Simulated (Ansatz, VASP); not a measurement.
NaCl: VASP beside Ansatz

File INCAR:

```
ALGO = Normal
EDIFF = 1E-7
ENCUT = 520
GGA = PS
ISIF = 2
ISMEAR = 0
LASPH = True
LCHARG = False
LREAL = False
LWAVE = False
NBANDS = 14
NELM = 60
PREC = Accurate
SIGMA = 0.05
```

Contents of KPOINTS:

```
k-points
0
Gamma
  8 8 8
```

File POSCAR:

```
NaCl
1.0
    0.0884921875      2.8317500000      2.8317500000
    2.9202421875      0.0000000000      2.9202421875
    2.8317500000      2.8317500000      0.0884921875
Na Cl
1 1
Direct
    0.0000000000      0.0000000000      0.0000000000
    0.5000000000      0.5000000000      0.5000000000
```

Input for Ansatz:

```yaml
crystal:
  lattice:
    - [0.0884921875, 2.83175, 2.83175]
    - [2.9202421875, 0.0, 2.9202421875]
    - [2.83175, 2.83175, 0.0884921875]
  atoms:
    - { symbol: Na, position: [0.0, 0.0, 0.0] }
    - { symbol: Cl, position: [0.5, 0.5, 0.5] }
basis:
  ecutwfc: 420
kpoints:
  mp_grid: { grid: [8, 8, 8] }
hamiltonian:
  xc: pbesol
scf:
  occupations: { method: gaussian, width: 0.05 }
output:
  forces: true
  stress: true
  eigenvalues: true
```

Change from the starting cell: strain +0.0625 x Voigt [0, 0, 0, 0, 1, 0], atoms carried along.

Alike in both runs: task single point; functional PBEsol; k mesh 8 × 8 × 8; occupations gaussian, width 0.05 eV; no spin polarisation.

|  | VASP | Ansatz |
| --- | --- | --- |
| version | VASP 6.6.1 | Ansatz 0.2.0 |
| potentials or method | VASP PAW PBE potentials, release 64 (Na_pv, Cl), cutoff 520 eV | scalar-relativistic, plane waves, PAW |
| valence electrons in the cell | 14 | 16 |

```csv
,VASP,Ansatz,Ansatz less VASP
gap on the k mesh at the Fermi level (eV),4.75,4.75,+0.003
least direct gap on the mesh (eV),4.75,4.75,+0.003
pressure (GPa),-0.8,-0.8,-0.01
"traceless stress, the component that is largest in VASP (GPa)",-0.75,-0.75,-0.003
```

VASP's potentials were made for PBE, not for PBEsol. With one functional, cell and mesh, what is left measures potentials, basis and numerics. VASP's potentials hold 14 valence electrons a cell and Ansatz's 16, so a difference there can come from the potentials and not from the codes.
